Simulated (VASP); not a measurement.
Write the native input for VASP 6.6.1 that does the following.

- Task: single point
- Functional: PBE
- Potentials or basis: VASP PAW PBE potentials, release 64 (Sb)
- Cutoff: 520 eV
- k mesh: 19 × 19 × 19
- Occupations: fermi-dirac, width 0.05 eV
- Spin: no spin polarisation
- Dipole correction: no
- Further INCAR settings: ALGO = Normal; EDIFF = 1e-06; NBANDS = 8

The structure of Sb lies in POSCAR:

```
Sb
1.0
   -1.4742770936      1.4742770936      2.4293735496
    1.4742770936     -1.4742770936      2.4293735496
    1.4742770936      1.4742770936     -2.4293735496
Sb
1
Direct
    0.0000000000      0.0000000000      0.0000000000
```

This cell differs from its parent crystal: volume scaled by 0.94.

The input as run:

INCAR

```
PREC = Accurate ; ENCUT = 520
EDIFF = 1E-6 ; ISMEAR = -1
SIGMA = 0.05 ; LREAL = F
LASPH = T ; NELM = 60
ALGO = Normal ; ISIF = 2
LWAVE = F ; LCHARG = F
GGA = PE ; NBANDS = 8
```

KPOINTS

```
regular mesh
0
Gamma
  19 19 19
```

Potentials or basis: VASP PAW PBE potentials, release 64 (Sb).

Run with:

```bash
$ cat potpaw_PBE.64/Sb/POTCAR > POTCAR
$ mpirun -np 1 vasp_std > vasp.out
```

Results of the run:

```
Pressure : 28.9 GPa
```

Run time: 44 s on 1 thread of Intel(R) Xeon(R) Platinum 8259CL CPU @ 2.50GHz (Skylake/Cascade Lake), with other jobs on the host, peak memory 0.21 GiB.
